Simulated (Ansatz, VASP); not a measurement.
**C: VASP beside Ansatz**

```
C
1.0
     2.54224    0.00000    0.00000
     0.00000    2.79659    0.00000
     0.00000    0.00000    6.66856
C
10
Direct
  0.00000 0.50000 0.00000
  0.50000 0.00000 0.50000
  0.75449 0.34510 0.35548
  0.24551 0.34510 0.64452
  0.75449 0.65490 0.64452
  0.24551 0.65490 0.35548
  0.74551 0.15490 0.14452
  0.25449 0.15490 0.85548
  0.74551 0.84510 0.85548
  0.25449 0.84510 0.14452
```

Alike in both runs: task relaxation of cell and atoms; functional PBE; k mesh 6 × 6 × 4; occupations gaussian, width 0.1 eV; no spin polarisation.

```csv
,VASP,Ansatz
version,VASP 6.6.1,Ansatz 0.2.0
potentials or method,"VASP PAW PBE potentials, release 64 (C), cutoff 600 eV","scalar-relativistic, plane waves, PAW"
valence electrons in the cell,40,40
```

```csv
,VASP,Ansatz,Ansatz less VASP
"gap on the k mesh at the Fermi level, each at its own relaxed structure (eV)",3.82,3.83,+0.011
relaxed volume (Å³/atom),5.62,5.62,-0.006
relaxed cell length with the largest relative difference (Å),2.592,2.591,-0.0011
```

Noted on VASP's run: the volume moved by over 15 % at a fixed basis, so the end points are rough.
